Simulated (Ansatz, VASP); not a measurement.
## Ag: VASP beside Ansatz

```
Ag
1.0
     0.00000    2.04275    2.04275
     2.04275    0.00000    2.04275
     2.04275    2.04275    0.00000
Ag
1
Direct
  0.00000 0.00000 0.00000
```

Alike in both runs: task single point; functional PBE; k mesh 16 × 16 × 16; occupations gaussian, width 0.05 eV; non-collinear spin, spin-orbit coupling.

```csv
,VASP,Ansatz
version,VASP 6.6.1,Ansatz 0.2.0
potentials or method,"VASP PAW PBE potentials, release 64 (Ag), cutoff 520 eV","plane waves, PAW"
valence electrons in the cell,11,19
```

VASP gave:

```
pressure (GPa) : 4.5
```

Q: Estimate Ansatz's values.

A: Pressure (GPa): 4.6.

VASP's potentials hold 11 valence electrons a cell and Ansatz's 19, so a difference there can come from the potentials and not from the codes.
